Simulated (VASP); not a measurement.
Wanted: the native input for a VASP 6.6.1 run.

```yaml
Task: single point
Functional: PBE
Potentials_or_basis: VASP PAW PBE potentials, release 64 (Sn_d, Se)
Cutoff: 520 eV
k_mesh: 10 × 10 × 10
Occupations: gaussian, width 0.05 eV
Spin: no spin polarisation
Dipole_correction: no
Further_INCAR_settings: ALGO = Normal; EDIFF = 1e-07; NBANDS = 17
```

The structure of SnSe lies in POSCAR:

```
SnSe
1.0
    0.0000000000      3.0240213833      3.0240213833
    3.0240213833      0.0000000000      3.0240213833
    3.0240213833      3.0240213833      0.0000000000
Sn Se
1 1
Direct
    0.0000000000      0.0000000000      0.0000000000
    0.5000000000      0.5000000000      0.5000000000
```

The input as run:

INCAR

```
SYSTEM = SnSe
ALGO     = Normal         ! electronic algorithm
EDIFF    = 1E-7           ! SCF threshold, eV
ENCUT    = 520            ! plane-wave cutoff, eV
GGA      = PE             ! functional
ISIF     = 2              ! what is computed and relaxed
ISMEAR   = 0              ! smearing method
LASPH    = .True.         ! aspherical terms in the spheres
LCHARG   = .False.        ! write CHGCAR
LREAL    = .False.        ! projectors in reciprocal space
LWAVE    = .False.        ! write WAVECAR
NBANDS   = 17             ! bands
NELM     = 80             ! most SCF steps
PREC     = Accurate       ! precision mode
SIGMA    = 0.05           ! smearing width, eV
```

KPOINTS

```
k-points
0
Gamma
  10 10 10
  0 0 0
```

Potentials or basis: VASP PAW PBE potentials, release 64 (Sn_d, Se).

Run with:

```sh
$ cat potpaw_PBE.64/Sn_d/POTCAR potpaw_PBE.64/Se/POTCAR > POTCAR
$ mpirun -np 1 vasp_std > vasp.out
```

Results of the run:

```json
{
 "Pressure": "0.3 GPa",
 "Band gap on the k mesh": "0.49 eV, indirect (least direct gap 0.52 eV)"
}
```

Caveat: spin-orbit coupling is left out, which moves the levels of the heavy elements.

Run time: 31 s on 1 thread of Intel(R) Xeon(R) Platinum 8488C (Sapphire Rapids), with other jobs on the host, peak memory 0.2 GiB.
